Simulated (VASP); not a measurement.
# AlGa3N4 (Pm) in VASP: notebook

The runs below take AlGa3N4 through single point, relaxation of shape and atoms at fixed volume, with PBEsol.

All numbers are computed with VASP 6.6.1; they aren't measurements. Logs are shortened: lines on timing, memory, paths and dates and some standing lists are left out, and cuts for length are marked.

**1. The cell of the first run**

Symmetry: Pm, No. 6, monoclinic system. The conventional cell has a = 5.114 Å, b = 3.137 Å, c = 5.643 Å, α = 90.00°, β = 90.04°, γ = 90.00°. Al (site symmetry m) has 4 N at 1.90 to 1.92 Å within 2.5 Å. Ga (site symmetry m) has 4 N at 1.95 to 1.96 Å within 2.6 Å. Ga (site symmetry m) has 4 N at 1.95 to 1.96 Å within 2.6 Å. Ga (site symmetry m) has 4 N at 1.95 to 1.98 Å within 2.6 Å. N (site symmetry m) has 1 Al at 1.92 Å and 3 Ga at 1.96 Å within 2.5 Å. Within 2.5 Å of N (site symmetry m) lie 2 Al at 1.91 Å and 2 Ga at 1.96 to 1.98 Å. N (site symmetry m) has 4 Ga at 1.95 to 1.96 Å within 2.6 Å. N (site symmetry m) has 1 Al at 1.90 Å and 3 Ga at 1.95 to 1.96 Å within 2.5 Å.

**2. Single point, PBEsol (uniaxial strain along c: +3.0 %, then relaxed in part)**

INCAR

```
SYSTEM = AlGa3N4
PREC = Accurate
ENCUT = 520
EDIFF = 1E-6
ISMEAR = 0
SIGMA = 0.02
LREAL = .False.
LASPH = .True.
NELM = 100
ALGO = Normal
ISIF = 2
LWAVE = .False.
LCHARG = .False.
GGA = PS
NBANDS = 41
```

KPOINTS

```
regular mesh
0
Gamma
  6 8 6
  0 0 0
```

POSCAR

```
AlGa3N4
1.0
    5.1140116193      0.0000000000     -0.0001185489
    0.0000000000      3.1374879584      0.0000000000
   -0.0035636274      0.0000000000      5.6428490456
Al Ga N
1 3 4
Direct
    0.0016811057      0.5000000000      0.6665582191
    0.5005159890      0.5000000000      0.3358741638
    0.5004578996      0.0000000000      0.8327621252
    1.0013184170      0.0000000000      0.1651522836
    0.1182464734      0.5000000000      0.3434463864
    0.1164191298      0.0000000000      0.8298951936
    0.6192896513      0.0000000000      0.1626384397
    0.6296713445      0.5000000000      0.6636741886
```

Potentials or basis: VASP PAW PBE potentials, release 64 (Al, Ga_d, N).

On the command line:

```sh
> cat potpaw_PBE.64/Al/POTCAR potpaw_PBE.64/Ga_d/POTCAR potpaw_PBE.64/N/POTCAR > POTCAR
> mpirun -np 1 vasp_std > vasp.out
```

OUTCAR:

```text
SYSTEM = AlGa3N4
   PREC = Accurate
   ENCUT = 520
   EDIFF = 1E-6
   ISMEAR = 0
   LREAL = .False.
   LASPH = .True.
   NELM = 100
   ISIF = 2
   GGA = PS

 ion  position               nearest neighbor table
   1  0.002  0.500  0.667-   8 1.90   6 1.91   6 1.91   5 1.92   3 3.14   3 3.14
   2  0.501  0.500  0.336-   7 1.95   7 1.95   5 1.96   8 1.96
   3  0.500  0.000  0.833-   8 1.95   8 1.95   7 1.96   6 1.96   1 3.14   1 3.14
   4  0.001  0.000  0.165-   7 1.95   5 1.96   5 1.96   6 1.98
   5  0.118  0.500  0.343-   1 1.92   2 1.96   4 1.96   4 1.96
   6  0.116  0.000  0.830-   1 1.91   1 1.91   3 1.96   4 1.98
   7  0.619  0.000  0.163-   2 1.95   2 1.95   4 1.95   3 1.96
   8  0.630  0.500  0.664-   1 1.90   3 1.95   3 1.95   2 1.96

  LATTYP: Found a simple monoclinic cell.
 ALAT       =     5.1140116207
 B/A-ratio  =     0.6135081793
 C/A-ratio  =     1.1034097279
 COS(beta)  =    -0.0006547109

  Lattice vectors:

 A1 = (   5.1140116193,   0.0000000000,  -0.0001185489)
 A2 = (   0.0000000000,   3.1374879584,   0.0000000000)
 A3 = (  -0.0035636274,   0.0000000000,   5.6428490456)

Analysis of symmetry for initial positions (statically):
=====================================================================
 Subroutine PRICEL returns:
 Original cell was already a primitive cell.

 Routine SETGRP: Setting up the symmetry group for a
 simple monoclinic supercell.

 Subroutine GETGRP returns: Found  2 space group operations
 (whereof  2 operations were pure point group operations)
 out of a pool of  4 trial point group operations.

The static configuration has the point symmetry C_1h.

Analysis of symmetry for dynamics (positions and initial velocities):
=====================================================================
 Subroutine PRICEL returns:
 Original cell was already a primitive cell.

 Routine SETGRP: Setting up the symmetry group for a
 simple monoclinic supercell.

 Subroutine GETGRP returns: Found  2 space group operations
 (whereof  2 operations were pure point group operations)
 out of a pool of  4 trial point group operations.

The dynamic configuration has the point symmetry C_1h.

 Subroutine INISYM returns: Found  2 space group operations
 (whereof  2 operations are pure point group operations),
 and found     1 'primitive' translations

----------------------------------------------------------------------------------------

                                     Primitive cell

  volume of cell :      90.5404

  direct lattice vectors                    reciprocal lattice vectors
     5.114011619  0.000000000 -0.000118549     0.195541209  0.000000000  0.000123490
     0.000000000  3.137487958  0.000000000     0.000000000  0.318726323  0.000000000
    -0.003563627  0.000000000  5.642849046     0.000004108  0.000000000  0.177215447

  length of vectors
     5.114011621  3.137487958  5.642850171     0.195541248  0.318726323  0.177215447

  position of ions in fractional coordinates (direct lattice)
     0.001681106  0.500000000  0.666558219
     0.500515989  0.500000000  0.335874164
     0.500457900  0.000000000  0.832762125
     0.001318417  0.000000000  0.165152284
     0.118246473  0.500000000  0.343446386
     0.116419130  0.000000000  0.829895194
     0.619289651  0.000000000  0.162638440
     0.629671344  0.500000000  0.663674189

  ion indices of the primitive-cell ions
   primitive index   ion index
                 1           1
                 2           2
                 3           3
                 4           4
                 5           5
                 6           6
                 7           7
                 8           8

----------------------------------------------------------------------------------------

 KPOINTS: regular mesh

Automatic generation of k-mesh.
 Grid dimensions read from file:
 generate k-points for:    6    8    6

 Generating k-lattice:

  Cartesian coordinates                     Fractional coordinates (reciprocal lattice)
     0.032590201  0.000000000  0.000020582     0.166666667  0.000000000  0.000000000
     0.000000000  0.039840790  0.000000000     0.000000000  0.125000000  0.000000000
     0.000000685  0.000000000  0.029535908     0.000000000  0.000000000  0.166666667

  Length of vectors
     0.032590208  0.039840790  0.029535908

  Shift w.r.t. Gamma in fractional coordinates (k-lattice)
     0.000000000  0.000000000  0.000000000

 Subroutine IBZKPT returns following result:
 ===========================================

 Found    100 irreducible k-points:

 Following reciprocal coordinates:
            Coordinates               Weight
  0.000000  0.000000  0.000000      1.000000
  0.166667  0.000000 -0.000000      2.000000
  0.333333  0.000000 -0.000000      2.000000
  0.500000  0.000000  0.000000      1.000000
  0.000000  0.125000  0.000000      2.000000
  0.166667  0.125000 -0.000000      4.000000
[... 16 lines left out ...]
  0.333333  0.000000  0.166667      2.000000
  0.500000  0.000000  0.166667      2.000000
 [... further k-points ...]
   k-points           NKPTS =    100   k-points in BZ     NKDIM =    100   number of bands    NBANDS=     41
   number of dos      NEDOS =    301   number of ions     NIONS =      8
   total plane-waves  NPLWV =  40320
   dimension x,y,z NGX =    40 NGY =   24 NGZ =   42
   dimension x,y,z NGXF=    80 NGYF=   48 NGZF=   84
   ions per type =               1   3   4
   NGX,Y,Z   is equivalent  to a cutoff of  13.00, 12.72, 12.37 a.u.
   NGXF,Y,Z  is equivalent  to a cutoff of  26.01, 25.43, 24.75 a.u.
 SYSTEM =  AlGa3N4
   PREC   = accura    normal or accurate (medium, high low for compatibility)
   ISTART =      0    job   : 0-new  1-cont  2-samecut
   ICHARG =      2    charge: 1-file 2-atom 10-const
   ISPIN  =      1    spin polarized calculation?
   LNONCOLLINEAR =      F non collinear calculations
   LSORBIT =      F    spin-orbit coupling
   LASPH  =      T    aspherical Exc in radial PAW
   ENCUT  =  520.0 eV  38.22 Ry    6.18 a.u.   9.51  5.83 10.49*2*pi/ulx,y,z
   NELM   =    100;   NELMIN=  2; NELMDL= -5     # of ELM steps
   EDIFF  = 0.1E-05   stopping-criterion for ELM
   LREAL  =      F    real-space projection
   EDIFFG = 0.1E-04   stopping-criterion for IOM
   NSW    =      0    number of steps for IOM
   IBRION =     -1    ionic relax: 0-MD 1-quasi-New 2-CG
   NFREE  =      0    steps in history (QN), initial steepest desc. (CG)
   ISIF   =      2    stress and relaxation
   ISYM   =      2    0-nonsym 1-usesym 2-fastsym
   POTIM  = 0.5000    time-step for ionic-motion
   TEBEG  =    0.0;   TEEND  =   0.0 temperature during run
   PSTRESS=    0.0 pullay stress
   NELECT =      62.0000    total number of electrons
   NUPDOWN=      -1.0000    fix difference up-down
   EMIN   =  10.00;   EMAX   =-10.00  energy-range for DOS
   EFERMI =   0.00;   METHOD = LEGACY
   ISMEAR =     0;   SIGMA  =   0.02  broadening in eV -4-tet -1-fermi 0-gaus
   EFERMI_NEDOS =   21; number of points for ismear=-14 and -15
   IALGO  =     38    algorithm
   IMIX   =      4    mixing-type and parameters
     AMIX     =   0.40;   BMIX     =  1.00
     AMIX_MAG =   1.60;   BMIX_MAG =  1.00
  volume/ion in A,a.u.               =      11.32        76.37
  Fermi-wavevector in a.u.,A,eV,Ry     =   1.442972  2.726822 28.329630  2.082169
  Thomas-Fermi vector in A             =   2.561432
   LORBIT       =      0    0 simple, 1 ext, 2 COOP (PROOUT), +10 PAW based schemes
   GGA     = PS    functional components
   LHFCALC =     F    Hartree Fock is set to
   AEXX    =    0.0000 exact exchange contribution
   IVDW    =     0    specifies the selected vdW correction
   LEPSILON=     F    determine dielectric tensor
   LRPA    =     F    only Hartree local field effects (RPA)
 non-spin polarized calculation
 Gauss-broadening in eV      SIGMA  =   0.02
  energy-cutoff  :      520.00
  volume of cell :       90.54
 maximum number of plane-waves:      2468
 NGX is ok and might be reduce to    40
   NGX = 19   NGY = 11   NGZ = 21

 number of electron      62.0000005 magnetization

 Free energy of the ion-electron system (eV)
  ---------------------------------------------------
  ext. energy  EPLUGINS =         0.00000000
  ---------------------------------------------------
  free energy    TOTEN  =       -54.95255688 eV

  energy without entropy =      -54.95255688  energy(sigma->0) =      -54.95255688

 E-fermi :   5.5201     XC(G=0): -11.6568

 val. band max:        5.3581627475   @ k =   0.0000   0.0000   0.0000
 cond. band min:       7.5437222846   @ k =   0.0000   0.0000   0.0000
 fundamental gap:      2.1855595370
 Fermi energy:         5.5200971597

 k-point     1 :       0.0000    0.0000    0.0000
  band No.  band energies     occupation
      1     -10.4295      2.00000
      2      -9.5235      2.00000
      3      -9.3265      2.00000
      4      -9.0689      2.00000
      5      -7.9625      2.00000
      6      -7.9505      2.00000
[... 33 lines left out ...]
     40      15.4283      0.00000
     41      15.5479      0.00000

 k-point     2 :       0.1667    0.0000   -0.0000
  band No.  band energies     occupation
      1     -10.3428      2.00000
      2      -9.5227      2.00000
      3      -9.3310      2.00000
      4      -9.0698      2.00000
      5      -7.9604      2.00000
      6      -7.9504      2.00000
[... 33 lines left out ...]
     40      15.4419      0.00000
     41      15.4673      0.00000

 k-point     3 :       0.3333    0.0000   -0.0000
  band No.  band energies     occupation
      1     -10.1131      2.00000
      2      -9.5748      2.00000
      3      -9.3406      2.00000
      4      -9.0660      2.00000
      5      -7.9640      2.00000
      6      -7.9358      2.00000
[... 33 lines left out ...]
     40      15.1161      0.00000
     41      15.3522      0.00000

 k-point     4 :       0.5000    0.0000    0.0000
  band No.  band energies     occupation
      1      -9.8984      2.00000
      2      -9.7051      2.00000
      3      -9.3406      2.00000
      4      -9.0606      2.00000
      5      -7.9670      2.00000
      6      -7.9335      2.00000
[... 825 lines left out ...]
     40      15.4518      0.00000
     41      15.7394      0.00000

 k-point    23 :       0.3333    0.0000    0.1667
  band No.  band energies     occupation
      1     -10.0566      2.00000
      2      -9.5539      2.00000
      3      -9.3609      2.00000
      4      -9.0838      2.00000
      5      -7.9597      2.00000
      6      -7.9267      2.00000
[... 33 lines left out ...]
     40      15.1580      0.00000
     41      15.3572      0.00000

 k-point    24 :       0.5000    0.0000    0.1667
  band No.  band energies     occupation
      1      -9.8560      2.00000
      2      -9.6646      2.00000
      3      -9.3574      2.00000
      4      -9.0810      2.00000
      5      -7.9583      2.00000
      6      -7.9226      2.00000
[... 33 lines left out ...]
     40      15.0501      0.00000
     41      15.3565      0.00000

 [... further k-points ...]
[... 5 lines left out ...]
  --------------------------------------------------------------------------------------
  -------------------------------------------------------------------------------------
  Total       -0.0536364     -0.0772154     -5.0521101      0.0000000      0.0000000      0.0248173
  in kB       -0.9491351     -1.3663819    -89.4007539      0.0000000      0.0000000      0.4391599
  external PRESSURE =     -30.5720903 kB  Pullay stress =       0.0000000 kB

 VOLUME and BASIS-vectors are now :
 -----------------------------------------------------------------------------
  energy-cutoff  :      520.00
  volume of cell :       90.54
      direct lattice vectors                 reciprocal lattice vectors
     5.114011619  0.000000000 -0.000118549     0.195541209  0.000000000  0.000123490
     0.000000000  3.137487958  0.000000000     0.000000000  0.318726323  0.000000000
    -0.003563627  0.000000000  5.642849046     0.000004108  0.000000000  0.177215447

 POSITION                                       TOTAL-FORCE (eV/Angst)
 -----------------------------------------------------------------------------------
      0.00622      1.56874      3.76129         0.001181      0.000000     -0.002806
      2.55845      1.56874      1.89523         0.000144      0.000000     -0.004820
      2.55638      0.00000      4.69909         0.002660      0.000000      0.000994
      0.00615      0.00000      0.93193        -0.005160      0.000000      0.006381
      0.60349      1.56874      1.93800         0.003786      0.000000     -0.005054
      0.59241      0.00000      4.68296         0.005434      0.000000      0.002803
      3.16647      0.00000      0.91767         0.000577      0.000000      0.000269
      3.21778      1.56874      3.74494        -0.008622      0.000000      0.002232
 -----------------------------------------------------------------------------------
    total drift:                               -0.001260     -0.000000      0.000116

  FREE ENERGIE OF THE ION-ELECTRON SYSTEM (eV)
  ---------------------------------------------------
  free  energy   TOTEN  =       -54.9525568780 eV

  energy  without entropy=      -54.9525568780  energy(sigma->0) =      -54.95255688
```

Wall time 7.5 min (1 thread of Oxide Virtual Turin-like, shared host); peak memory 0.37 GiB.

Results:

```yaml
Free_energy: -54.9526 eV
Pressure: -3.1 GPa
Largest_force: 0.009 eV/Å
Band_gap_on_the_k_mesh: 2.19 eV, direct
```

Forces on the atoms (eV/Å):
```
Al   0.001  0.000 -0.003
Ga   0.000  0.000 -0.005
Ga   0.003  0.000  0.001
Ga  -0.005  0.000  0.006
N    0.004  0.000 -0.005
N    0.005  0.000  0.003
N    0.001  0.000  0.000
N   -0.009  0.000  0.002
```

Stress tensor (GPa, compression positive):
```
-0.09  0.00  0.04
 0.00 -0.14  0.00
 0.04  0.00 -8.94
```

Levels at points of the mesh, in eV from the valence-band top:
```tsv
k point	band 27	band 28	band 29	band 30	band 31	band 32	band 33	band 34	band 35	band 36
(0.00, 0.00, 0.00)	-1.07	-0.76	-0.27	-0.10	0.00	2.19	4.26	5.33	5.91	6.38
(0.50, 0.00, 0.00)	-1.65	-0.99	-0.65	-0.65	-0.35	4.24	4.36	4.44	4.88	7.75
(0.00, 0.50, 0.00)	-3.57	-2.17	-2.14	-1.86	-1.85	5.52	5.54	6.65	6.87	7.28
(0.50, 0.50, 0.00)	-3.36	-1.68	-1.44	-1.39	-1.39	5.61	5.73	5.83	6.08	7.56
(0.00, 0.00, 0.50)	-1.72	-0.85	-0.69	-0.54	-0.26	4.46	4.65	6.09	6.40	7.28
(0.50, 0.00, 0.50)	-1.91	-1.46	-1.08	-1.05	-1.01	5.26	5.32	5.38	5.73	7.16
(0.00, 0.50, 0.50)	-2.85	-2.20	-2.11	-1.16	-1.06	4.36	4.78	5.35	5.41	5.92
(0.50, 0.50, 0.50)	-2.04	-1.97	-1.75	-1.64	-1.61	4.15	4.27	4.30	4.71	6.99
```

Caveat: the cell differs from its parent crystal (uniaxial strain along c: +3.0 %, then relaxed in part); the PAW data sets were made with another functional, which shifts forces and pressure a little.

[end of part 1 of 2]
